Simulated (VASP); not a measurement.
**Rb: single point with PBE+D3(BJ)**

Crystal: Rb.

```
CELL_PARAMETERS angstrom
0.00000 3.91288 3.63988
3.91288 0.00000 3.63988
3.91288 3.91288 0.00000
ATOMIC_POSITIONS crystal
Rb 0.00000 0.00000 0.00000
```

This cell differs from its parent crystal: strain +0.0750 x Voigt [1, 1, 0, 0, 0, 0].

| Item | Value |
| --- | --- |
| Program | VASP 6.6.1 |
| Task | single point |
| Functional | PBE |
| Dispersion | D3(BJ) |
| Potentials or basis | VASP PAW PBE potentials, release 64 (Rb_sv) |
| Cutoff | 520 eV |
| k mesh | 12 × 12 × 12 |
| Occupations | gaussian, width 0.15 eV |
| Spin | no spin polarisation |

| Quantity | Value |
| --- | --- |
| Pressure | -0.5 GPa |
| Dispersion energy per atom | -0.083 eV |

Levels at points of the mesh, in eV from the Fermi level:
```tsv
k point	band 3	band 4	band 5	band 6	band 7	band 8
(0.00, 0.00, 0.00)	-13.08	-13.08	-1.71	3.35	3.35	3.56
(0.50, 0.00, 0.00)	-13.09	-13.08	0.16	0.57	3.06	3.40
(0.50, 0.50, 0.00)	-13.10	-13.10	0.86	1.46	1.75	3.63
(0.50, 0.00, 0.50)	-13.09	-13.09	0.61	1.06	1.94	3.99
```

Wall time 93 s on 1 thread of AMD EPYC 9R45 96-Core Processor (Zen 5), on a shared host, peak memory 0.32 GiB.

Caveat: the cell differs from its parent crystal (strain +0.0750 x Voigt [1, 1, 0, 0, 0, 0]); pairwise dispersion overbinds metals, which lowers pressure and volume.
